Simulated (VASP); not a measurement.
# Ni (Fm-3m) in VASP: further runs, part 2 of 2

VASP 6.6.1.

**5. Single point, PBE, collinear spin, ferromagnetic start**

This run uses another cell than the first one, of 10.94 Å³/atom, 1.004 times its volume.

INCAR

```
PREC     = Accurate       # precision mode
ENCUT    = 520            # plane-wave cutoff, eV
EDIFF    = 1E-6           # SCF threshold, eV
ISMEAR   = 0              # smearing method
SIGMA    = 0.05           # smearing width, eV
LREAL    = F              # projectors in reciprocal space
LASPH    = T              # aspherical terms in the spheres
NELM     = 150            # most SCF steps
ALGO     = Fast           # electronic algorithm
ISIF     = 2              # what is computed and relaxed
LWAVE    = F              # write WAVECAR
LCHARG   = F              # write CHGCAR
ISPIN    = 2              # spin polarisation
MAGMOM   = 0.8            # initial moments
LORBIT   = 11             # projections on sites
LMAXMIX  = 4              # l up to which the mixer works
GGA      = PE             # functional
NBANDS   = 15             # bands
```

KPOINTS

```
Automatic mesh
0
Gamma
  22 22 22
```

POSCAR

```
Ni
1.0
    0.0000000000      1.7619350000      1.7619350000
    1.7619350000      0.0000000000      1.7619350000
    1.7619350000      1.7619350000      0.0000000000
Ni
1
Direct
    0.0000000000      0.0000000000      0.0000000000
```

Potentials or basis: VASP PAW PBE potentials, release 64 (Ni).

Run with:

```console
> cat potpaw_PBE.64/Ni/POTCAR > POTCAR
> mpirun -np 1 vasp_std > vasp.out
```

OUTCAR:

```text
PREC = Accurate
   ENCUT = 520
   EDIFF = 1E-6
   ISMEAR = 0
   LREAL = F
   LASPH = T
   NELM = 150
   ISIF = 2
   ISPIN = 2
   LORBIT = 11
   GGA = PE

 ion  position               nearest neighbor table
   1  0.000  0.000  0.000-

  LATTYP: Found a face centered cubic cell.
 ALAT       =     3.5238700000

  Lattice vectors:

 A1 = (   0.0000000000,   1.7619350000,   1.7619350000)
 A2 = (   1.7619350000,   0.0000000000,   1.7619350000)
 A3 = (   1.7619350000,   1.7619350000,   0.0000000000)

Analysis of symmetry for initial positions (statically):
=====================================================================
 Subroutine PRICEL returns:
 Original cell was already a primitive cell.

 Routine SETGRP: Setting up the symmetry group for a
 face centered cubic supercell.

 Subroutine GETGRP returns: Found 48 space group operations
[... 9 lines left out ...]

 Routine SETGRP: Setting up the symmetry group for a
 face centered cubic supercell.

 Subroutine GETGRP returns: Found 48 space group operations
[... 620 lines left out ...]
     10      36.7766      0.00000
     11      39.8168      0.00000
     12      39.8168      0.00000
     13      39.8168      0.00000
     14      42.5729      0.00000
[... 403 lines left out ...]
      4       8.5216      1.00000
      5       9.4186      0.00127
      6       9.8468      0.00000
      7      15.5842      0.00000
      8      30.9028      0.00000
      9      33.0776      0.00000
     10      33.7080      0.00000
     11      37.2451      0.00000
     12      37.9301      0.00000
     13      43.5050      0.00000
     14      54.4298      0.00000
     15      55.2284      0.00000

 [... further k-points ...]

------------------------ aborting loop because EDIFF is reached ----------------------------------------

  FORCE on cell =-STRESS in cart. coord.  units (eV):
  Direction    XX          YY          ZZ          XY          YZ          ZX
  --------------------------------------------------------------------------------------
  -------------------------------------------------------------------------------------
  Total       -0.0889015     -0.0889015     -0.0889015      0.0000000      0.0000000     -0.0000000
  in kB      -13.0202713    -13.0202713    -13.0202713      0.0000000      0.0000000     -0.0000000
  external PRESSURE =     -13.0202713 kB  Pullay stress =       0.0000000 kB

 VOLUME and BASIS-vectors are now :
 -----------------------------------------------------------------------------
  energy-cutoff  :      520.00
  volume of cell :       10.94
      direct lattice vectors                 reciprocal lattice vectors
     0.000000000  1.761935000  1.761935000    -0.283778914  0.283778914  0.283778914
     1.761935000  0.000000000  1.761935000     0.283778914 -0.283778914  0.283778914
     1.761935000  1.761935000  0.000000000     0.283778914  0.283778914 -0.283778914

 POSITION                                       TOTAL-FORCE (eV/Angst)
 -----------------------------------------------------------------------------------
      0.00000      0.00000      0.00000         0.000000      0.000000      0.000000
 -----------------------------------------------------------------------------------
    total drift:                                0.000000     -0.000000      0.000000

  FREE ENERGIE OF THE ION-ELECTRON SYSTEM (eV)
  ---------------------------------------------------
  free  energy   TOTEN  =        -5.4716109134 eV

  energy  without entropy=       -5.4697616255  energy(sigma->0) =       -5.47068627

 total charge

# of ion       s       p       d       tot
------------------------------------------
    1        0.496   0.494   8.310   9.300

 magnetization (x)

# of ion       s       p       d       tot
------------------------------------------
    1       -0.006  -0.025   0.689   0.658
```

OSZICAR:

```text
N       E                     dE             d eps       ncg     rms          rms(c)
DAV:   1     0.326719270635E+02    0.32672E+02   -0.42493E+03 20992   0.860E+02
DAV:   2    -0.508607365329E+01   -0.37758E+02   -0.35087E+02 22550   0.162E+02
DAV:   3    -0.649298863916E+01   -0.14069E+01   -0.13957E+01 24097   0.306E+01
DAV:   4    -0.650158044072E+01   -0.85918E-02   -0.85905E-02 24110   0.227E+00
DAV:   5    -0.650169032251E+01   -0.10988E-03   -0.10988E-03 24625   0.230E-01    0.985E+00
RMM:   6    -0.581584844573E+01    0.68584E+00   -0.16833E+00 26613   0.138E+01    0.643E+00
RMM:   7    -0.549380192510E+01    0.32205E+00   -0.19850E-01 26247   0.458E+00    0.209E+00
RMM:   8    -0.547416289948E+01    0.19639E-01   -0.43659E-03 30357   0.392E-01    0.964E-01
RMM:   9    -0.547211888469E+01    0.20440E-02   -0.84024E-04 30948   0.166E-01    0.232E-01
RMM:  10    -0.547161968866E+01    0.49920E-03   -0.15656E-04 28303   0.129E-01    0.425E-02
RMM:  11    -0.547160996166E+01    0.97270E-05   -0.37224E-05 30019   0.457E-02    0.386E-02
RMM:  12    -0.547161091338E+01   -0.95172E-06   -0.83451E-06 30157   0.170E-02
   1 F= -.54716109E+01 E0= -.54706863E+01  d E =-.184929E-02  mag=     0.6457
```

stdout:

```text
POSCAR found type information on POSCAR Ni
 POSCAR found :  1 types and       1 ions
 scaLAPACK will be used
 LDA part: xc-table for (Slater+PW92), standard interpolation
 POSCAR, INCAR and KPOINTS ok, starting setup
 FFT: planning ... GRIDC
 FFT: planning ... GRID_SOFT
 FFT: planning ... GRID
 WAVECAR not read
 entering main loop
WARNING in EDDRMM: call to ZHEGV failed, returncode =   6  3     15
WARNING in EDDRMM: call to ZHEGV failed, returncode =   8  4     11
```

Wall time 46 s (1 thread of Intel Xeon 6975P-C (Granite Rapids), shared host); peak memory 0.19 GiB.

Results:

```yaml
Free_energy: -5.4716 eV
Pressure: -1.3 GPa
Net_moment: 0.65 μB per cell
Site_moments: Ni +0.66 μB
Valence_electrons_inside_the_program's_atomic_spheres: Ni 9.30
```

Levels at points of the mesh, in eV from the Fermi level:
Spin up:
| k point | band 3 | band 4 | band 5 | band 6 | band 7 | band 8 |
| --- | --- | --- | --- | --- | --- | --- |
| (0.00, 0.00, 0.00) | -2.45 | -2.45 | -1.27 | -1.27 | 23.66 | 27.48 |
| (0.50, 0.00, 0.00) | -2.42 | -0.63 | -0.63 | -0.30 | 5.60 | 22.16 |
| (0.50, 0.50, 0.00) | -0.57 | -0.51 | -0.51 | 2.43 | 9.15 | 14.76 |
Spin down:
| k point | band 1 | band 2 | band 3 | band 4 | band 5 | band 6 | band 7 | band 8 | band 9 | band 10 |
| --- | --- | --- | --- | --- | --- | --- | --- | --- | --- | --- |
| (0.00, 0.00, 0.00) | -9.02 | -1.67 | -1.67 | -1.67 | -0.68 | -0.68 | 23.50 | 27.46 | 27.46 | 27.46 |
| (0.50, 0.00, 0.00) | -4.38 | -1.79 | -1.79 | -0.36 | 0.15 | 0.15 | 6.04 | 22.01 | 24.65 | 24.65 |
| (0.50, 0.50, 0.00) | -4.28 | -3.56 | 0.05 | 0.38 | 0.38 | 2.39 | 9.40 | 14.77 | 14.77 | 19.81 |

**6. The runs side by side**

| spin | cell | gap on the mesh (eV) | pressure (GPa) | moment (μB) |
| --- | --- | --- | --- | --- |
| off | a = 2.488 Å, angles 60.0°, 1 atom | none | -1.3 | - |
| collinear, ferromagnetic start | a = 2.487 Å, angles 60.0°, 1 atom | none | 0.3 | 0.64 |
| collinear, ferromagnetic start | a = 2.488 Å, angles 60.0°, 1 atom | none | -0.5 | 0.65 |
| collinear, ferromagnetic start | a = 2.492 Å, angles 60.0°, 1 atom | none | -1.3 | 0.65 |

Alike in all rows: task single point; level PBE; potentials or basis VASP PAW PBE potentials, release 64 (Ni); k mesh 22 × 22 × 22; cutoff (eV) 520; smearing gaussian 0.05 eV.

Every run on the cell as given and a fine mesh finds a metal.

Absolute energies hang on the potentials; compare differences alone.
